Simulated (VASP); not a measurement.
# HC28 (a cell with a defect) in VASP: further runs

Runs on HC28 (a cell with a defect). Level: PBE. Tasks: single point.

All numbers are computed with VASP 6.6.1; they aren't measurements. Logs are shortened: lines on timing, memory, paths and dates and some standing lists are left out, and cuts for length are marked.

## Step 1: The cell of the first run

The cell holds a defect, 29 atoms: a = 6.526 Å, b = 6.526 Å, c = 9.367 Å, α = 69.61°, β = 69.61°, γ = 60.00°.

## Step 2: Single point, PBE

The input, INCAR:

```
  ALGO = Normal
  EDIFF = 1E-6
  ENCUT = 520
  GGA = PE
  GGA_COMPAT = F
  ISIF = 2
  ISMEAR = 0
  LASPH = T
  LCHARG = T
  LELF = T
  LREAL = F
  LVHAR = T
  LWAVE = F
  NBANDS = 76
  NELM = 120
  PREC = Accurate
  SIGMA = 0.1
```

The input, KPOINTS:

```
k-points
0
Gamma
  4 4 4
```

The input, POSCAR:

```
HC28
1.0
   -4.9330325621     -4.2721315165      0.0000000000
    1.2332581405     -6.4081972747      0.0000000000
   -1.2332581405     -3.5601095971      8.5756696909
C H
28 1
Direct
    0.7966801147      0.9396143844      0.7527306010
    0.9395360312      0.5109832042      0.7527575376
    0.5110458492      0.7967162644      0.7527313006
    0.6538973124      0.3681052540      0.7527564881
    0.2254087155      0.6539723621      0.7523884702
    0.3681504017      0.2252444181      0.7527333996
    0.0824165153      0.0824650611      0.7527567214
    0.4635350127      0.6062480359      0.7526275186
    0.6062354505      0.1776825483      0.7527241875
    0.1776810341      0.4633296532      0.7526289179
    0.3205352999      0.0348023679      0.7527241875
    0.8919376313      0.3205057405      0.7527928701
    0.0347646846      0.8920998175      0.7526307837
    0.7491128901      0.7491004464      0.7527239542
    0.9645460380      0.1114228852      0.2432241534
    0.1100223191      0.6801538275      0.2405072810
    0.6824414900      0.9641010187      0.2432275350
    0.8236302477      0.5390087173      0.2404979523
    0.3803081956      0.8092939555      0.2843943491
    0.5351128110      0.3935256435      0.2432295174
    0.2511773892      0.2526065167      0.2405018004
    0.6362350641      0.7727276926      0.2481916954
    0.7746121532      0.3478157839      0.2426034438
    0.3437346406      0.6261411767      0.2482039394
    0.4892742059      0.2035941781      0.2426106736
    0.0633184665      0.4922946455      0.2353848822
    0.1971597854      0.0652128034      0.2481926283
    0.9188383707      0.9182577262      0.2425998289
    0.3364690481      0.7653805363      0.4161213210
```

Potentials or basis: VASP PAW PBE potentials, release 64 (C, H).

Launch:

```console
cat potpaw_PBE.64/C/POTCAR potpaw_PBE.64/H/POTCAR > POTCAR
mpirun -np 1 vasp_std > vasp.out
```

OUTCAR:

```text
EDIFF = 1E-6
   ENCUT = 520
   GGA = PE
   ISIF = 2
   ISMEAR = 0
   LASPH = T
   LREAL = F
   NELM = 120
   PREC = Accurate

 ion  position               nearest neighbor table
   1  0.797  0.940  0.753-   9 1.42  13 1.42  14 1.42
   2  0.940  0.511  0.753-  12 1.42  10 1.42  14 1.42
   3  0.511  0.797  0.753-  14 1.42   8 1.42  11 1.42
   4  0.654  0.368  0.753-  12 1.42   8 1.42   9 1.42
   5  0.225  0.654  0.752-   8 1.42  13 1.42  10 1.42
   6  0.368  0.225  0.753-  11 1.42  10 1.42   9 1.42
[... 10 lines left out ...]
  17  0.682  0.964  0.243-  22 1.41  28 1.42  25 1.44
  18  0.824  0.539  0.240-  22 1.41  26 1.42  23 1.43
  19  0.380  0.809  0.284-  29 1.13  24 1.49  27 1.49  22 1.49
  20  0.535  0.394  0.243-  24 1.41  25 1.42  23 1.44
  21  0.251  0.253  0.241-  27 1.41  26 1.42  25 1.43
  22  0.636  0.773  0.248-  18 1.41  17 1.41  19 1.49
  23  0.775  0.348  0.243-  15 1.42  18 1.43  20 1.44
  24  0.344  0.626  0.248-  16 1.41  20 1.41  19 1.49
  25  0.489  0.204  0.243-  20 1.42  21 1.43  17 1.44
  26  0.063  0.492  0.235-  16 1.42  21 1.42  18 1.42
  27  0.197  0.065  0.248-  21 1.41  15 1.41  19 1.49
  28  0.919  0.918  0.243-  17 1.42  16 1.43  15 1.44
  29  0.336  0.765  0.416-  19 1.13

  LATTYP: Found a trigonal (rhomboedric) cell.
 ALAT       =     9.3668253230
 COS(alpha) =     0.7573103951

  Lattice vectors:

 A1 = (   3.6997744216,   0.7120219194,   8.5756696909)
 A2 = (  -2.4665162810,   2.8480876776,   8.5756696909)
 A3 = (  -1.2332581405,  -3.5601095971,   8.5756696909)

Analysis of symmetry for initial positions (statically):
=====================================================================
 Subroutine PRICEL returns:
 Original cell was already a primitive cell.

 Routine SETGRP: Setting up the symmetry group for a
 trigonal (rhombohedral) supercell.

 Subroutine GETGRP returns: Found  1 space group operations
 (whereof  1 operations were pure point group operations)
 out of a pool of 12 trial point group operations.

The static configuration has the point symmetry C_1 .

Analysis of symmetry for dynamics (positions and initial velocities):
=====================================================================
 Subroutine PRICEL returns:
 Original cell was already a primitive cell.

 Routine SETGRP: Setting up the symmetry group for a
 trigonal (rhombohedral) supercell.

 Subroutine GETGRP returns: Found  1 space group operations
 (whereof  1 operations were pure point group operations)
 out of a pool of 12 trial point group operations.

The dynamic configuration has the point symmetry C_1 .

 Subroutine INISYM returns: Found  1 space group operations
 (whereof  1 operations are pure point group operations),
 and found     1 'primitive' translations

----------------------------------------------------------------------------------------

                                     Primitive cell

  volume of cell :     316.2749

  direct lattice vectors                    reciprocal lattice vectors
    -4.933032562 -4.272131517  0.000000000    -0.173755767 -0.033439313 -0.038869656
     1.233258141 -6.408197275  0.000000000     0.115837178 -0.133757252 -0.038869656
    -1.233258141 -3.560109597  8.575669691     0.000000000  0.000000000  0.116608969

  length of vectors
     6.525788684  6.525788684  9.366825323     0.181163198  0.181163198  0.116608969

  position of ions in fractional coordinates (direct lattice)
     0.796680115  0.939614384  0.752730601
     0.939536031  0.510983204  0.752757538
     0.511045849  0.796716264  0.752731301
     0.653897312  0.368105254  0.752756488
     0.225408716  0.653972362  0.752388470
     0.368150402  0.225244418  0.752733400
[... 21 lines left out ...]
     0.918838371  0.918257726  0.242599829
     0.336469048  0.765380536  0.416121321

  ion indices of the primitive-cell ions
   primitive index   ion index
                 1           1
                 2           2
                 3           3
                 4           4
                 5           5
                 6           6
[... 21 lines left out ...]
                28          28
                29          29

----------------------------------------------------------------------------------------

 KPOINTS: k-points

Automatic generation of k-mesh.
 Grid dimensions read from file:
 generate k-points for:    4    4    4

 Generating k-lattice:

  Cartesian coordinates                     Fractional coordinates (reciprocal lattice)
    -0.043438942 -0.008359828 -0.009717414     0.250000000  0.000000000  0.000000000
     0.028959295 -0.033439313 -0.009717414    -0.000000000  0.250000000  0.000000000
     0.000000000  0.000000000  0.029152242     0.000000000  0.000000000  0.250000000

  Length of vectors
     0.045290800  0.045290800  0.029152242

  Shift w.r.t. Gamma in fractional coordinates (k-lattice)
     0.000000000  0.000000000  0.000000000

 Subroutine IBZKPT returns following result:
 ===========================================

 Found     36 irreducible k-points:

 Following reciprocal coordinates:
            Coordinates               Weight
  0.000000  0.000000  0.000000      1.000000
  0.250000  0.000000 -0.000000      2.000000
  0.000000  0.250000  0.000000      2.000000
 -0.250000 -0.250000 -0.250000      2.000000
  0.500000  0.000000 -0.000000      1.000000
  0.000000  0.500000  0.000000      1.000000
[... 16 lines left out ...]
  0.000000  0.000000  0.250000      2.000000
  0.500000  0.000000  0.250000      2.000000
 [... further k-points ...]
   k-points           NKPTS =     36   k-points in BZ     NKDIM =     36   number of bands    NBANDS=     76
   number of dos      NEDOS =    301   number of ions     NIONS =     29
   total plane-waves  NPLWV = 175000
   dimension x,y,z NGX =    50 NGY =   50 NGZ =   70
   dimension x,y,z NGXF=   100 NGYF=  100 NGZF=  140
   ions per type =              28   1
   NGX,Y,Z   is equivalent  to a cutoff of  12.74, 12.74, 12.42 a.u.
   NGXF,Y,Z  is equivalent  to a cutoff of  25.48, 25.48, 24.85 a.u.
 SYSTEM =  unknown system
   PREC   = accura    normal or accurate (medium, high low for compatibility)
   ISTART =      0    job   : 0-new  1-cont  2-samecut
   ICHARG =      2    charge: 1-file 2-atom 10-const
   ISPIN  =      1    spin polarized calculation?
   LNONCOLLINEAR =      F non collinear calculations
   LSORBIT =      F    spin-orbit coupling
   LASPH  =      T    aspherical Exc in radial PAW
   ENCUT  =  520.0 eV  38.22 Ry    6.18 a.u.  12.13 12.13 17.42*2*pi/ulx,y,z
   NELM   =    120;   NELMIN=  2; NELMDL= -5     # of ELM steps
   EDIFF  = 0.1E-05   stopping-criterion for ELM
   LREAL  =      F    real-space projection
   EDIFFG = 0.1E-04   stopping-criterion for IOM
   NSW    =      0    number of steps for IOM
   IBRION =     -1    ionic relax: 0-MD 1-quasi-New 2-CG
   NFREE  =      0    steps in history (QN), initial steepest desc. (CG)
   ISIF   =      2    stress and relaxation
   ISYM   =      2    0-nonsym 1-usesym 2-fastsym
   POTIM  = 0.5000    time-step for ionic-motion
   TEBEG  =    0.0;   TEEND  =   0.0 temperature during run
   PSTRESS=    0.0 pullay stress
   NELECT =     113.0000    total number of electrons
   NUPDOWN=      -1.0000    fix difference up-down
   EMIN   =  10.00;   EMAX   =-10.00  energy-range for DOS
   EFERMI =   0.00;   METHOD = LEGACY
   ISMEAR =     0;   SIGMA  =   0.10  broadening in eV -4-tet -1-fermi 0-gaus
   EFERMI_NEDOS =   21; number of points for ismear=-14 and -15
   IALGO  =     38    algorithm
   IMIX   =      4    mixing-type and parameters
     AMIX     =   0.40;   BMIX     =  1.00
     AMIX_MAG =   1.60;   BMIX_MAG =  1.00
  volume/ion in A,a.u.               =      10.91        73.60
  Fermi-wavevector in a.u.,A,eV,Ry     =   1.161661  2.195221 18.360468  1.349456
  Thomas-Fermi vector in A             =   2.298231
   LORBIT       =      0    0 simple, 1 ext, 2 COOP (PROOUT), +10 PAW based schemes
   GGA     = PE    functional components
   LHFCALC =     F    Hartree Fock is set to
   AEXX    =    0.0000 exact exchange contribution
   IVDW    =     0    specifies the selected vdW correction
   LEPSILON=     F    determine dielectric tensor
   LRPA    =     F    only Hartree local field effects (RPA)
 non-spin polarized calculation
 Gauss-broadening in eV      SIGMA  =   0.10
  energy-cutoff  :      520.00
  volume of cell :      316.27
 maximum number of plane-waves:      8542
 NGX is ok and might be reduce to    50
   NGX = 25   NGY = 25   NGZ = 35

 number of electron     113.0000000 magnetization

 Free energy of the ion-electron system (eV)
  ---------------------------------------------------
  ext. energy  EPLUGINS =         0.00000000
  ---------------------------------------------------
  free energy    TOTEN  =      -260.19907229 eV

  energy without entropy =     -260.16307934  energy(sigma->0) =     -260.18107581

 E-fermi :   3.0500     XC(G=0):  -8.7513

 val. band max:        3.0010889781   @ k =   0.0000   0.5000   0.0000
 cond. band min:       3.1176994138   @ k =  -0.2500  -0.2500  -0.2500
 fundamental gap:      0.1166104357
 Fermi energy:         3.0499859088

 k-point     1 :       0.0000    0.0000    0.0000
  band No.  band energies     occupation
      1     -16.7669      2.00000
      2     -16.5976      2.00000
      3     -13.4763      2.00000
      4     -13.4682      2.00000
      5     -13.4681      2.00000
      6     -13.4623      2.00000
[... 60 lines left out ...]
     67       6.9462      0.00000
     68       6.9683      0.00000

 k-point     2 :       0.2500    0.0000   -0.0000
  band No.  band energies     occupation
      1     -16.5560      2.00000
      2     -16.3873      2.00000
      3     -14.8879      2.00000
      4     -14.7242      2.00000
      5     -14.0708      2.00000
      6     -14.0680      2.00000
[... 1551 lines left out ...]
     67       6.9299      0.00000
     68       6.9479      0.00000

 k-point    24 :       0.5000    0.0000    0.2500
  band No.  band energies     occupation
      1     -15.9294      2.00000
      2     -15.9220      2.00000
      3     -15.7871      2.00000
      4     -15.7309      2.00000
      5     -14.2745      2.00000
      6     -14.2715      2.00000
[... 60 lines left out ...]
     67       7.9039      0.00000
     68       8.0689      0.00000

 [... further k-points ...]

 [bands above 68 left out]

------------------------ aborting loop because EDIFF is reached ----------------------------------------

  FORCE on cell =-STRESS in cart. coord.  units (eV):
  Direction    XX          YY          ZZ          XY          YZ          ZX
  --------------------------------------------------------------------------------------
  -------------------------------------------------------------------------------------
  Total        4.0835543      4.0840655      0.0180326      0.0005705      0.0002374      0.0009347
  in kB       20.6863670     20.6889568      0.0913492      0.0028898      0.0012024      0.0047352
  external PRESSURE =      13.8222243 kB  Pullay stress =       0.0000000 kB

 VOLUME and BASIS-vectors are now :
 -----------------------------------------------------------------------------
  energy-cutoff  :      520.00
  volume of cell :      316.27
      direct lattice vectors                 reciprocal lattice vectors
    -4.933032562 -4.272131517  0.000000000    -0.173755767 -0.033439313 -0.038869656
     1.233258141 -6.408197275  0.000000000     0.115837178 -0.133757252 -0.038869656
    -1.233258141 -3.560109597  8.575669691     0.000000000  0.000000000  0.116608969

 POSITION                                       TOTAL-FORCE (eV/Angst)
 -----------------------------------------------------------------------------------
     -3.69957    -12.10456      6.45517        -0.000213      0.000813      0.000529
     -4.93293     -9.96820      6.45540         0.000357     -0.000020      0.000194
     -2.46676     -9.96858      6.45517         0.000426     -0.000387      0.000217
     -3.70007     -7.83232      6.45539        -0.000375      0.000590      0.000225
     -1.23332     -7.83234      6.45223         0.000467      0.000196     -0.001073
     -2.46663     -5.69601      6.45519        -0.000164     -0.000772      0.000070
[... 21 lines left out ...]
     -3.69940    -10.67346      2.08046        -0.002991     -0.002883      0.000771
     -1.22909     -7.82359      3.56852         0.001222      0.000703      0.026920
 -----------------------------------------------------------------------------------
    total drift:                               -0.000012      0.000070      0.000036

  FREE ENERGIE OF THE ION-ELECTRON SYSTEM (eV)
  ---------------------------------------------------
  free  energy   TOTEN  =      -260.1990722865 eV

  energy  without entropy=     -260.1630793386  energy(sigma->0) =     -260.18107581
```

Wall time 12 min (1 thread of Intel Xeon 6975P-C (Granite Rapids), shared host); peak memory 0.79 GiB.

What came out:

- Free energy: -260.1991 eV
- Pressure: 1.4 GPa
- Largest force: 0.027 eV/Å
- Band gap on the k mesh: zero (an odd number of electrons rules out a gap without spin polarisation)

Forces in eV/Å, atoms in the order of the input:
```
C    0.000  0.001  0.001
C    0.000  0.000  0.000
C    0.000  0.000  0.000
C    0.000  0.001  0.000
C    0.000  0.000 -0.001
C    0.000 -0.001  0.000
C    0.000  0.000  0.000
C    0.001  0.000  0.001
C    0.000  0.001  0.000
C    0.000 -0.001  0.001
C    0.000  0.001  0.000
C    0.000  0.000  0.000
C   -0.001  0.001  0.000
C    0.000 -0.001  0.000
C    0.001  0.005 -0.002
C    0.005 -0.002 -0.003
C    0.003 -0.003 -0.002
C   -0.001  0.006 -0.002
C   -0.002 -0.001 -0.006
C   -0.004 -0.002 -0.001
C   -0.004 -0.003 -0.002
C    0.008  0.004 -0.004
C    0.004 -0.003  0.000
C   -0.003 -0.008 -0.003
C    0.000  0.005  0.000
C    0.001  0.001 -0.002
C   -0.007  0.005 -0.002
C   -0.003 -0.003  0.001
H    0.001  0.001  0.027
```

Levels at points of the mesh, in eV from the Fermi level:
```tsv
k point	band 54	band 55	band 56	band 57	band 58	band 59	band 60	band 61
(0.00, 0.00, 0.00)	-3.34	-3.00	-3.00	0.21	2.92	3.62	3.62	3.65
(0.50, 0.00, 0.00)	-1.94	-1.89	-1.68	-0.05	1.15	1.16	1.29	1.38
(0.00, 0.50, 0.00)	-1.94	-1.89	-1.68	-0.05	1.15	1.16	1.29	1.38
(0.50, 0.50, 0.50)	-1.94	-1.89	-1.68	-0.05	1.15	1.16	1.29	1.38
(0.50, 0.50, 0.00)	-1.93	-1.89	-1.69	-0.05	1.13	1.15	1.36	1.41
(0.00, 0.50, 0.50)	-1.93	-1.89	-1.69	-0.05	1.13	1.15	1.36	1.41
(0.50, 0.00, 0.50)	-1.93	-1.89	-1.69	-0.05	1.13	1.15	1.36	1.41
(0.00, 0.00, 0.50)	-3.34	-3.00	-3.00	0.23	3.66	3.68	3.68	3.69
```

Caveat: an odd number of electrons without spin polarisation forces a metal; a magnetic or distorted state may lie lower.

## Step 3: Single point, PBE

The input, INCAR:

```
PREC = Accurate ; ENCUT = 520
EDIFF = 1E-6 ; ISMEAR = 0
SIGMA = 0.1 ; LREAL = F
LASPH = T ; NELM = 120
ALGO = Normal ; ISIF = 2
LWAVE = F ; LCHARG = F
GGA = PE ; NBANDS = 76
GGA_COMPAT = F
```

The input, KPOINTS:

```
regular mesh
0
Gamma
  4 4 4
```

The input, POSCAR:

```
HC28
1.0
   -4.9330325621     -4.2721315165      0.0000000000
    1.2332581405     -6.4081972747      0.0000000000
   -1.2332581405     -3.5601095971      8.5756696909
C H
28 1
Direct
    0.6910397140      0.9641983483      0.7453338608
    0.8354423091      0.5381738773      0.7382989584
    0.4104251326      0.8302202776      0.7330520212
    0.5570480495      0.3910632724      0.7330515548
    0.1179850960      0.6836233931      0.7329461402
    0.2649710251      0.2528427193      0.7383536480
   -0.0203279832      0.1086005913      0.7383297431
    0.3737194043      0.6468373540      0.6973920656
    0.5030749537      0.2037943429      0.7404329025
    0.0718006514      0.4923416716      0.7377136979
    0.2191312921      0.0629026838      0.7377866952
    0.7897560530      0.3449518070      0.7377508962
   -0.0693434233      0.9174646725      0.7403568734
    0.6443061820      0.7762704732      0.7403839267
    1.0685604338      0.0808579387      0.2627019325
    0.2114181140      0.6522543515      0.2626802432
    0.7829496874      0.9379914563      0.2627019325
    0.9258348249      0.5093225231      0.2626772114
    0.4972119717      0.7951476302      0.2625796097
    0.6400436143      0.3664820101      0.2627097453
    0.3543284761      0.2237388188      0.2626772114
    0.7354806696      0.7474830365      0.2625804259
    0.8781098712      0.3189080791      0.2627141764
    0.4495548179      0.6045765428      0.2625730796
    0.5924253984      0.1760381747      0.2627201235
    0.1638438216      0.4617574051      0.2627391307
    0.3066346331      0.0333869300      0.2625695813
    1.0209961941      0.8903537676      0.2627167418
    0.4177997308      0.6906728920      0.5657431052
```

Potentials or basis: VASP PAW PBE potentials, release 64 (C, H).

Launch:

```console
cat potpaw_PBE.64/C/POTCAR potpaw_PBE.64/H/POTCAR > POTCAR
mpirun -np 1 vasp_std > vasp.out
```

It took 33 min on 1 thread of Oxide Virtual Turin-like, shared host; peak memory 0.74 GiB.

It converged, with:

| Property | Result |
| --- | --- |
| Free energy | -260.1798 eV |
| Pressure | 1.5 GPa |
| Largest force | 0.022 eV/Å |
| Band gap on the k mesh | zero (an odd number of electrons rules out a gap without spin polarisation) |

Forces on the atoms (eV/Å):
```
C    0.001  0.002  0.011
C    0.002  0.002  0.007
C   -0.002  0.013  0.008
C    0.010 -0.008  0.009
C   -0.005 -0.002  0.010
C    0.000 -0.004  0.007
C   -0.005  0.002  0.007
C   -0.001 -0.001  0.022
C   -0.001  0.000  0.009
C   -0.005  0.005  0.008
C    0.005  0.000  0.008
C    0.000 -0.003  0.009
C    0.000 -0.008  0.009
C   -0.003  0.000  0.010
C    0.001  0.002 -0.007
C    0.001 -0.002 -0.007
C   -0.001  0.001 -0.008
C    0.000 -0.001 -0.007
C    0.000  0.000 -0.012
C   -0.001  0.000 -0.007
C   -0.003 -0.001 -0.007
C    0.002  0.001 -0.010
C    0.000 -0.001 -0.007
C   -0.001  0.001 -0.010
C    0.001  0.001 -0.007
C    0.000  0.001 -0.006
C    0.001 -0.002 -0.010
C    0.000  0.000 -0.007
H    0.002  0.001 -0.020
```

Stress tensor (GPa, compression positive):
```
2.11 0.00 0.00
0.00 2.11 0.00
0.00 0.00 0.15
```

Levels at points of the mesh, in eV from the Fermi level:
```
           k point  band 55  band 56  band 57  band 58  band 59  band 60
(0.00, 0.00, 0.00)    -3.02    -3.02     0.22     2.90     3.53     3.54
(0.50, 0.00, 0.00)    -1.96    -1.70    -0.05     1.06     1.08     1.21
(0.00, 0.50, 0.00)    -1.95    -1.70    -0.05     1.06     1.08     1.21
(0.50, 0.50, 0.50)    -1.95    -1.70    -0.04     1.06     1.08     1.24
(0.50, 0.50, 0.00)    -1.97    -1.71    -0.05     1.04     1.08     1.28
(0.00, 0.50, 0.50)    -1.97    -1.71    -0.05     1.03     1.08     1.28
(0.50, 0.00, 0.50)    -1.98    -1.72    -0.05     1.03     1.08     1.28
(0.00, 0.00, 0.50)    -3.02    -3.02     0.25     3.55     3.58     3.58
```

Caveat: an odd number of electrons without spin polarisation forces a metal; a magnetic or distorted state may lie lower.

The gap in the log of VASP goes by the Fermi energy; the results here count the filled bands.